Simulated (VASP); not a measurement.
Wanted: the native input for a VASP 6.6.1 run.

- Task: single point
- Functional: revPBE
- Potentials or basis: VASP PAW PBE potentials, release 64 (P)
- Cutoff: 520 eV
- k mesh: 6 × 4 × 6
- Occupations: fermi-dirac, width 0.1 eV
- Spin: no spin polarisation
- Dipole correction: no
- Further INCAR settings: ALGO = Normal; EDIFF = 1e-06; NBANDS = 18

The structure of P lies in POSCAR:

```
P
1.0
   -3.3232073098      0.0000000000      0.0000000000
    0.0000000000     -4.7196967543      0.0000000000
    1.6616036549      0.0000000000      7.5670771277
P
4
Direct
    0.0693246058      0.9082696392      0.1386492116
    0.5693246058      0.5917303608      0.1386492116
    0.9306753942      0.0917303608      0.8613507884
    0.4306753942      0.4082696392      0.8613507884
```

The input as run:

INCAR

```
  ALGO = Normal
  EDIFF = 1E-6
  ENCUT = 520
  GGA = RE
  ISIF = 2
  ISMEAR = -1
  LASPH = True
  LCHARG = False
  LREAL = False
  LWAVE = False
  NBANDS = 18
  NELM = 60
  PREC = Accurate
  SIGMA = 0.1
```

KPOINTS

```
k-points
0
Gamma
  6 4 6
```

Potentials or basis: VASP PAW PBE potentials, release 64 (P).

Launch:

```console
$ cat potpaw_PBE.64/P/POTCAR > POTCAR
$ mpirun -np 1 vasp_std > vasp.out
```

Results of the run:

The pressure is -0.3 GPa. The largest force is 0.064 eV/Å and the band gap on the k mesh is 0.92 eV.

Caveat: the PAW data sets were made with another functional, which shifts forces and pressure a little; this functional lacks dispersion, which binds layers or chains, so the pressure and a relaxed spacing across them are unreliable.

Run time: 110 s on 1 thread of Oxide Virtual Turin-like Processor, on a shared host, peak memory 0.21 GiB.
